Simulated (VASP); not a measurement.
# KCl (Pm-3m) in VASP: further runs

Runs on KCl. Level: PBE. Tasks: electric field gradients.

Program: VASP 6.6.1. These are calculated values, not measurements. Logs are shortened: lines on timing, memory, paths and dates and some standing lists are left out, and cuts for length are marked.

### 1 The cell of the first run

It takes space group Pm-3m (No. 221, cubic). The conventional cell has a = 3.560 Å, b = 3.560 Å, c = 3.560 Å, α = 90.00°, β = 90.00°, γ = 90.00°. Within 4.1 Å of K (site symmetry m-3m) lie 8 Cl at 3.08 Å and 6 K at 3.56 Å. Cl (site symmetry m-3m) has 8 K at 3.08 Å and 6 Cl at 3.56 Å within 4.1 Å.

### 2 Electric field gradients, PBE (volume scaled by 0.94)

The input, INCAR:

```
SYSTEM = KCl
PREC = Accurate
ENCUT = 520
EDIFF = 1E-8
ISMEAR = -1
SIGMA = 0.02
LREAL = .FALSE.
LASPH = .TRUE.
NELM = 60
ALGO = Normal
ISIF = 2
LWAVE = .FALSE.
LCHARG = .FALSE.
GGA = PE
LEFG = .TRUE.
NBANDS = 15
```

The input, KPOINTS:

```
regular mesh
0
G
  7 7 7
  0 0 0
```

The input, POSCAR:

```
KCl
1.0
    3.5598159191      0.0000000000      0.0000000000
    0.0000000000      3.5598159191      0.0000000000
    0.0000000000      0.0000000000      3.5598159191
K Cl
1 1
Direct
    0.0000000000      0.0000000000      0.0000000000
    0.5000000000      0.5000000000      0.5000000000
```

Potentials or basis: VASP PAW PBE potentials, release 64 (K_sv, Cl).

Started as:

```
$ cat potpaw_PBE.64/K_sv/POTCAR potpaw_PBE.64/Cl/POTCAR > POTCAR
$ mpirun -np 1 vasp_std > vasp.out
```

OUTCAR:

```text
SYSTEM = KCl
   PREC = Accurate
   ENCUT = 520
   EDIFF = 1E-8
   ISMEAR = -1
   LREAL = .FALSE.
   LASPH = .TRUE.
   NELM = 60
   ISIF = 2
   GGA = PE

 ion  position               nearest neighbor table
   1  0.000  0.000  0.000-   2 3.08   2 3.08   2 3.08   2 3.08   2 3.08   2 3.08   2 3.08   2 3.08

   2  0.500  0.500  0.500-   1 3.08   1 3.08   1 3.08   1 3.08   1 3.08   1 3.08   1 3.08   1 3.08

  LATTYP: Found a simple cubic cell.
 ALAT       =     3.5598159191

  Lattice vectors:

 A1 = (   3.5598159191,   0.0000000000,   0.0000000000)
 A2 = (   0.0000000000,   3.5598159191,   0.0000000000)
 A3 = (   0.0000000000,   0.0000000000,   3.5598159191)

Analysis of symmetry for initial positions (statically):
=====================================================================
 Subroutine PRICEL returns:
 Original cell was already a primitive cell.

 Routine SETGRP: Setting up the symmetry group for a
 simple cubic supercell.

 Subroutine GETGRP returns: Found 48 space group operations
 (whereof 48 operations were pure point group operations)
 out of a pool of 48 trial point group operations.

The static configuration has the point symmetry O_h .

Analysis of symmetry for dynamics (positions and initial velocities):
=====================================================================
 Subroutine PRICEL returns:
 Original cell was already a primitive cell.

 Routine SETGRP: Setting up the symmetry group for a
 simple cubic supercell.

 Subroutine GETGRP returns: Found 48 space group operations
 (whereof 48 operations were pure point group operations)
 out of a pool of 48 trial point group operations.

The dynamic configuration has the point symmetry O_h .

 Subroutine INISYM returns: Found 48 space group operations
 (whereof 48 operations are pure point group operations),
 and found     1 'primitive' translations

----------------------------------------------------------------------------------------

                                     Primitive cell

  volume of cell :      45.1110

  direct lattice vectors                    reciprocal lattice vectors
     3.559815919  0.000000000  0.000000000     0.280913402  0.000000000  0.000000000
     0.000000000  3.559815919  0.000000000     0.000000000  0.280913402  0.000000000
     0.000000000  0.000000000  3.559815919     0.000000000  0.000000000  0.280913402

  length of vectors
     3.559815919  3.559815919  3.559815919     0.280913402  0.280913402  0.280913402

  position of ions in fractional coordinates (direct lattice)
     0.000000000  0.000000000  0.000000000
     0.500000000  0.500000000  0.500000000

  ion indices of the primitive-cell ions
   primitive index   ion index
                 1           1
                 2           2

----------------------------------------------------------------------------------------

 KPOINTS: regular mesh

Automatic generation of k-mesh.
 Grid dimensions read from file:
 generate k-points for:    7    7    7

 Generating k-lattice:

  Cartesian coordinates                     Fractional coordinates (reciprocal lattice)
     0.040130486  0.000000000  0.000000000     0.142857143  0.000000000  0.000000000
     0.000000000  0.040130486  0.000000000     0.000000000  0.142857143  0.000000000
     0.000000000  0.000000000  0.040130486     0.000000000  0.000000000  0.142857143

  Length of vectors
     0.040130486  0.040130486  0.040130486

  Shift w.r.t. Gamma in fractional coordinates (k-lattice)
     0.000000000  0.000000000  0.000000000

 Subroutine IBZKPT returns following result:
 ===========================================

 Found     20 irreducible k-points:

 Following reciprocal coordinates:
            Coordinates               Weight
  0.000000  0.000000  0.000000      1.000000
  0.142857  0.000000  0.000000      6.000000
  0.285714  0.000000  0.000000      6.000000
  0.428571  0.000000  0.000000      6.000000
  0.142857  0.142857  0.000000     12.000000
  0.285714  0.142857  0.000000     24.000000
[... 12 lines left out ...]
  0.428571  0.428571  0.285714     24.000000
  0.428571  0.428571  0.428571      8.000000
   k-points           NKPTS =     20   k-points in BZ     NKDIM =     20   number of bands    NBANDS=     15
   number of dos      NEDOS =    301   number of ions     NIONS =      2
   total plane-waves  NPLWV =  21952
   dimension x,y,z NGX =    28 NGY =   28 NGZ =   28
   dimension x,y,z NGXF=    56 NGYF=   56 NGZF=   56
   ions per type =               1   1
   NGX,Y,Z   is equivalent  to a cutoff of  13.08, 13.08, 13.08 a.u.
   NGXF,Y,Z  is equivalent  to a cutoff of  26.15, 26.15, 26.15 a.u.
 SYSTEM =  KCl
   PREC   = accura    normal or accurate (medium, high low for compatibility)
   ISTART =      0    job   : 0-new  1-cont  2-samecut
   ICHARG =      2    charge: 1-file 2-atom 10-const
   ISPIN  =      1    spin polarized calculation?
   LNONCOLLINEAR =      F non collinear calculations
   LSORBIT =      F    spin-orbit coupling
   LASPH  =      T    aspherical Exc in radial PAW
   ENCUT  =  520.0 eV  38.22 Ry    6.18 a.u.   6.62  6.62  6.62*2*pi/ulx,y,z
   NELM   =     60;   NELMIN=  2; NELMDL= -5     # of ELM steps
   EDIFF  = 0.1E-07   stopping-criterion for ELM
   LREAL  =      F    real-space projection
   EDIFFG = 0.1E-06   stopping-criterion for IOM
   NSW    =      0    number of steps for IOM
   IBRION =     -1    ionic relax: 0-MD 1-quasi-New 2-CG
   NFREE  =      0    steps in history (QN), initial steepest desc. (CG)
   ISIF   =      2    stress and relaxation
   ISYM   =      2    0-nonsym 1-usesym 2-fastsym
   POTIM  = 0.5000    time-step for ionic-motion
   TEBEG  =    0.0;   TEEND  =   0.0 temperature during run
   PSTRESS=    0.0 pullay stress
   NELECT =      16.0000    total number of electrons
   NUPDOWN=      -1.0000    fix difference up-down
   EMIN   =  10.00;   EMAX   =-10.00  energy-range for DOS
   EFERMI =   0.00;   METHOD = LEGACY
   ISMEAR =    -1;   SIGMA  =   0.02  broadening in eV -4-tet -1-fermi 0-gaus
   EFERMI_NEDOS =   21; number of points for ismear=-14 and -15
   IALGO  =     38    algorithm
   IMIX   =      4    mixing-type and parameters
     AMIX     =   0.40;   BMIX     =  1.00
     AMIX_MAG =   1.60;   BMIX_MAG =  1.00
  volume/ion in A,a.u.               =      22.56       152.21
  Fermi-wavevector in a.u.,A,eV,Ry     =   1.158832  2.189876 18.271161  1.342892
  Thomas-Fermi vector in A             =   2.295431
   LORBIT       =      0    0 simple, 1 ext, 2 COOP (PROOUT), +10 PAW based schemes
   GGA     = PE    functional components
[... 5 lines left out ...]
 non-spin polarized calculation
  energy-cutoff  :      520.00
  volume of cell :       45.11
 maximum number of plane-waves:      1235
 NGX is ok and might be reduce to    28
   NGX = 13   NGY = 13   NGZ = 13

 number of electron      16.0000005 magnetization

 Free energy of the ion-electron system (eV)
  ---------------------------------------------------
  ext. energy  EPLUGINS =         0.00000000
  ---------------------------------------------------
  free energy    TOTEN  =        -6.44435939 eV

  energy without entropy =       -6.44435939  energy(sigma->0) =       -6.44435939

 E-fermi :   0.8716     XC(G=0):  -9.0989

 val. band max:        0.4261659693   @ k =   0.4286   0.4286   0.0000
 cond. band min:       6.3954595537   @ k =   0.0000   0.0000   0.0000
 fundamental gap:      5.9692935844
 Fermi energy:         0.8715913852

 k-point     1 :       0.0000    0.0000    0.0000
  band No.  band energies     occupation
      1     -27.2937      2.00000
      2     -12.6105      2.00000
      3     -10.6177      2.00000
      4     -10.6177      2.00000
      5     -10.6177      2.00000
      6       0.2225      2.00000
      7       0.2225      2.00000
      8       0.2225      2.00000
      9       6.3955      0.00000
     10       6.7153      0.00000
     11       6.7153      0.00000
     12      11.6648      0.00000
     13      11.6648      0.00000
     14      11.6648      0.00000
     15      14.9536      0.00000
[... 325 lines left out ...]
 k-point    20 :       0.4286    0.4286    0.4286
  band No.  band energies     occupation
      1     -27.1638      2.00000
      2     -11.9551      2.00000
      3     -10.9232      2.00000
      4     -10.9212      2.00000
      5     -10.9212      2.00000
      6      -1.3966      2.00000
      7      -1.3966      2.00000
      8      -1.3115      2.00000
      9       9.4401      0.00000
     10       9.8310      0.00000
     11       9.8310      0.00000
     12      11.4503      0.00000
     13      11.4503      0.00000
     14      11.4644      0.00000
     15      13.9701      0.00000

------------------------ aborting loop because EDIFF is reached ----------------------------------------

  FORCE on cell =-STRESS in cart. coord.  units (eV):
  Direction    XX          YY          ZZ          XY          YZ          ZX
  --------------------------------------------------------------------------------------
  -------------------------------------------------------------------------------------
  Total        2.0446732      2.0446732      2.0446732      0.0000000     -0.0000000     -0.0000000
  in kB       72.6192686     72.6192686     72.6192686      0.0000000     -0.0000000     -0.0000000
  external PRESSURE =      72.6192686 kB  Pullay stress =       0.0000000 kB

 VOLUME and BASIS-vectors are now :
 -----------------------------------------------------------------------------
  energy-cutoff  :      520.00
  volume of cell :       45.11
      direct lattice vectors                 reciprocal lattice vectors
     3.559815919  0.000000000  0.000000000     0.280913402  0.000000000  0.000000000
     0.000000000  3.559815919  0.000000000     0.000000000  0.280913402  0.000000000
     0.000000000  0.000000000  3.559815919     0.000000000  0.000000000  0.280913402

 POSITION                                       TOTAL-FORCE (eV/Angst)
 -----------------------------------------------------------------------------------
      0.00000      0.00000      0.00000         0.000000      0.000000      0.000000
      1.77991      1.77991      1.77991         0.000000      0.000000      0.000000
 -----------------------------------------------------------------------------------
    total drift:                               -0.000000      0.000000      0.000000

  FREE ENERGIE OF THE ION-ELECTRON SYSTEM (eV)
  ---------------------------------------------------
  free  energy   TOTEN  =        -6.4443593876 eV

  energy  without entropy=       -6.4443593876  energy(sigma->0) =       -6.44435939

 Electric field gradients (V/A^2)
---------------------------------------------------------------------
 ion       V_xx      V_yy      V_zz      V_xy      V_xz      V_yz
---------------------------------------------------------------------
   1       0.000     0.000     0.000    -0.000     0.000     0.000
   2       0.000     0.000    -0.000    -0.000    -0.000    -0.000
---------------------------------------------------------------------

 Electric field gradients after diagonalization (V/A^2)
 (convention: |V_zz| > |V_xx| > |V_yy|)
----------------------------------------------------------------------
 ion       V_xx      V_yy      V_zz     asymmetry (V_yy - V_xx)/ V_zz
----------------------------------------------------------------------
   1       0.000     0.000     0.000      -0.455
   2       0.000    -0.000     0.000      -1.189
----------------------------------------------------------------------

           NMR quadrupolar parameters

 Cq : quadrupolar parameter    Cq=e*Q*V_zz/h
 eta: asymmetry parameters     (V_yy - V_xx)/ V_zz
 Q  : nuclear electric quadrupole moment in mb (millibarn)
----------------------------------------------------------------------
 ion       Cq(MHz)       eta       Q (mb)
----------------------------------------------------------------------
   1       0.000      -0.455       1.000
   2       0.000      -1.189       1.000
----------------------------------------------------------------------
```

Run time: 23 s. Hardware: 1 thread of Intel Xeon 8259CL, shared host; peak memory 0.16 GiB.

Results:

```yaml
Free_energy: -6.4444 eV
Pressure: 7.3 GPa
Band_gap_on_the_k_mesh: 5.97 eV, indirect (least direct gap 6.17 eV)
```

Levels at points of the mesh, in eV from the valence-band top:
| k point | band 5 | band 6 | band 7 | band 8 | band 9 | band 10 | band 11 | band 12 |
| --- | --- | --- | --- | --- | --- | --- | --- | --- |
| (0.00, 0.00, 0.00) | -11.04 | -0.20 | -0.20 | -0.20 | 5.97 | 6.29 | 6.29 | 11.24 |

Caveat: without QUAD_EFG the Cq values of the log hold for a quadrupole moment of 1 mb, not for the nuclei.

### 3 Electric field gradients, PBE (volume scaled by 0.9405)

The input, INCAR:

```
PREC = Accurate ; ENCUT = 520
EDIFF = 1E-8 ; ISMEAR = -1
SIGMA = 0.02 ; LREAL = False
LASPH = True ; NELM = 60
ALGO = Normal ; ISIF = 2
LWAVE = False ; LCHARG = False
GGA = PE ; LEFG = True
NBANDS = 15
```

The input, KPOINTS:

```
Automatic mesh
0
Gamma
  7 7 7
```

The input, POSCAR:

```
KCl
1.0
    3.5604469802      0.0000000000      0.0000000000
    0.0000000000      3.5604469802      0.0000000000
    0.0000000000      0.0000000000      3.5604469802
K Cl
1 1
Direct
    0.0000000000      0.0000000000      0.0000000000
    0.5000000000      0.5000000000      0.5000000000
```

Potentials or basis: VASP PAW PBE potentials, release 64 (K_sv, Cl).

Started as:

```
$ cat potpaw_PBE.64/K_sv/POTCAR potpaw_PBE.64/Cl/POTCAR > POTCAR
$ mpirun -np 1 vasp_std > vasp.out
```

OUTCAR:

```text
PREC = Accurate
   ENCUT = 520
   EDIFF = 1E-8
   ISMEAR = -1
   LREAL = False
   LASPH = True
   NELM = 60
   ISIF = 2
   GGA = PE

 ion  position               nearest neighbor table
   1  0.000  0.000  0.000-   2 3.08   2 3.08   2 3.08   2 3.08   2 3.08   2 3.08   2 3.08   2 3.08

   2  0.500  0.500  0.500-   1 3.08   1 3.08   1 3.08   1 3.08   1 3.08   1 3.08   1 3.08   1 3.08

  LATTYP: Found a simple cubic cell.
 ALAT       =     3.5604469802

  Lattice vectors:

[... 567 lines left out ...]
  ---------------------------------------------------
  free  energy   TOTEN  =        -6.4454592174 eV

  energy  without entropy=       -6.4454592174  energy(sigma->0) =       -6.44545922

 Electric field gradients (V/A^2)
---------------------------------------------------------------------
 ion       V_xx      V_yy      V_zz      V_xy      V_xz      V_yz
---------------------------------------------------------------------
   1       0.000     0.000    -0.000    -0.000     0.000     0.000
   2       0.000     0.000     0.000    -0.000     0.000     0.000
---------------------------------------------------------------------

 Electric field gradients after diagonalization (V/A^2)
 (convention: |V_zz| > |V_xx| > |V_yy|)
----------------------------------------------------------------------
 ion       V_xx      V_yy      V_zz     asymmetry (V_yy - V_xx)/ V_zz
----------------------------------------------------------------------
   1       0.000     0.000    -0.000       0.002
   2       0.000     0.000     0.000      -0.378
----------------------------------------------------------------------

           NMR quadrupolar parameters

 Cq : quadrupolar parameter    Cq=e*Q*V_zz/h
 eta: asymmetry parameters     (V_yy - V_xx)/ V_zz
 Q  : nuclear electric quadrupole moment in mb (millibarn)
----------------------------------------------------------------------
 ion       Cq(MHz)       eta       Q (mb)
----------------------------------------------------------------------
   1      -0.000       0.002       1.000
   2       0.000      -0.378       1.000
----------------------------------------------------------------------
```

OSZICAR:

```text
N       E                     dE             d eps       ncg     rms          rms(c)
DAV:   1     0.105704978439E+03    0.10570E+03   -0.73346E+03   600   0.989E+02
DAV:   2    -0.160032224010E+01   -0.10731E+03   -0.10095E+03   822   0.257E+02
DAV:   3    -0.656923974002E+01   -0.49689E+01   -0.49452E+01   825   0.482E+01
DAV:   4    -0.672023715972E+01   -0.15100E+00   -0.15096E+00   850   0.788E+00
DAV:   5    -0.672137674002E+01   -0.11396E-02   -0.11396E-02   846   0.770E-01    0.414E+00
DAV:   6    -0.647271300995E+01    0.24866E+00   -0.25572E-01   712   0.347E+00    0.344E+00
DAV:   7    -0.644303278470E+01    0.29680E-01   -0.92596E-02   796   0.218E+00    0.193E+00
DAV:   8    -0.644536945673E+01   -0.23367E-02   -0.16471E-02   776   0.105E+00    0.257E-01
DAV:   9    -0.644529084535E+01    0.78611E-04   -0.46944E-04   803   0.158E-01    0.973E-02
DAV:  10    -0.644546183532E+01   -0.17099E-03   -0.24463E-04   684   0.122E-01    0.302E-02
DAV:  11    -0.644546015146E+01    0.16839E-05   -0.55548E-06   847   0.177E-02    0.120E-02
DAV:  12    -0.644545911673E+01    0.10347E-05   -0.28730E-06   663   0.131E-02    0.254E-03
DAV:  13    -0.644545921832E+01   -0.10159E-06   -0.98740E-08   841   0.268E-03    0.139E-03
DAV:  14    -0.644545921743E+01    0.88698E-09   -0.65750E-08   649   0.212E-03
   1 F= -.64454592E+01 E0= -.64454592E+01  d E =-.785040E-11
```

stdout:

```text
POSCAR found type information on POSCAR K Cl
 POSCAR found :  2 types and       2 ions
 scaLAPACK will be used
 LDA part: xc-table for (Slater+PW92), standard interpolation
 POSCAR, INCAR and KPOINTS ok, starting setup
 FFT: planning ... GRIDC
 FFT: planning ... GRID_SOFT
 FFT: planning ... GRID
 WAVECAR not read
 entering main loop
ion   1

ion   2
```

Wall time 25 s (1 thread of Intel Xeon 8259CL, shared host); peak memory 0.16 GiB.

What came out:

| Item | Value |
| --- | --- |
| Free energy | -6.4455 eV |
| Pressure | 7.2 GPa |
| Band gap on the k mesh | 5.97 eV, indirect (least direct gap 6.17 eV) |

Levels at points of the mesh, in eV from the valence-band top:
```csv
k point,band 6,band 7,band 8,band 9,band 10,band 11
"(0.00, 0.00, 0.00)",-0.20,-0.20,-0.20,5.97,6.29,6.29
```

Caveat: without QUAD_EFG the Cq values of the log hold for a quadrupole moment of 1 mb, not for the nuclei.

[end of part 1 of 2]
